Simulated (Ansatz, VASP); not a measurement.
## Two plane-wave programs on Li3HSe

INCAR

```
ALGO = Normal ; EDIFF = 1E-6
EDIFFG = -0.005 ; ENCUT = 600
IBRION = 2 ; ISIF = 3
ISMEAR = 0 ; LASPH = T
LCHARG = F ; LREAL = F
LWAVE = F ; NELM = 60
NSW = 70 ; PREC = Accurate
SIGMA = 0.02
```

File KPOINTS:

```
k-points
0
Gamma
  6 6 6
```

The input POSCAR:

```
Li3HSe
1.0
    3.9443860828      0.0000000000      0.0000000000
    0.0000000000      3.9443860828      0.0000000000
    0.0000000000      0.0000000000      3.9443860828
Li H Se
3 1 1
Direct
    0.0000000000      0.5000000000      0.5000000000
    0.5000000000      0.0000000000      0.5000000000
    0.5000000000      0.5000000000      0.0000000000
    0.5000000000      0.5000000000      0.5000000000
    0.0000000000      0.0000000000      0.0000000000
```

Input for Ansatz:

```yaml
crystal:
  lattice:
    - [3.9443860828, 0.0, 0.0]
    - [0.0, 3.9443860828, 0.0]
    - [0.0, 0.0, 3.9443860828]
  atoms:
    - { symbol: Li, position: [0.0, 0.5, 0.5] }
    - { symbol: Li, position: [0.5, 0.0, 0.5] }
    - { symbol: Li, position: [0.5, 0.5, 0.0] }
    - { symbol: H, position: [0.5, 0.5, 0.5] }
    - { symbol: Se, position: [0.0, 0.0, 0.0] }
basis:
  ecutwfc: 420
kpoints:
  mp_grid: { grid: [6, 6, 6] }
hamiltonian:
  xc: lda
scf:
  occupations: { method: gaussian, width: 0.02 }
output:
  forces: true
  stress: true
  eigenvalues: true
relax:
  adjacent_minimum: "off"
  f_tol: 0.005
  max_steps: 50
  cell: { stress_tol: 0.05 }
```

Alike in both runs: task relaxation of cell and atoms; functional LDA; k mesh 6 × 6 × 6; occupations gaussian, width 0.02 eV; no spin polarisation.

|  | VASP | Ansatz |
| --- | --- | --- |
| version | VASP 6.6.1 | Ansatz 0.2.0 |
| potentials or method | VASP PAW LDA potentials, release 64 (Li_sv, H, Se), cutoff 600 eV | scalar-relativistic, plane waves, PAW |
| valence electrons in the cell | 16 | 26 |

Ansatz gave:

```
gap on the k mesh at the Fermi level, each at its own relaxed structure (eV) : 3.60
relaxed volume (Å³/atom)                                                     : 11.34
relaxed cell length with the largest relative difference (Å)                 : 3.841
```

Problem. Estimate VASP's values.

Solution. gap on the k mesh at the Fermi level, each at its own relaxed structure (eV): 3.64; relaxed volume (Å³/atom): 11.29; relaxed cell length with the largest relative difference (Å): 3.837.

LDA's correlation is that of Perdew and Zunger in VASP and of Perdew and Wang (1992) in Ansatz. VASP's potentials hold 16 valence electrons a cell and Ansatz's 26, so a difference there can come from the potentials and not from the codes.

Noted on VASP's run: the cutoff is short for stress, so the pressure is rough.
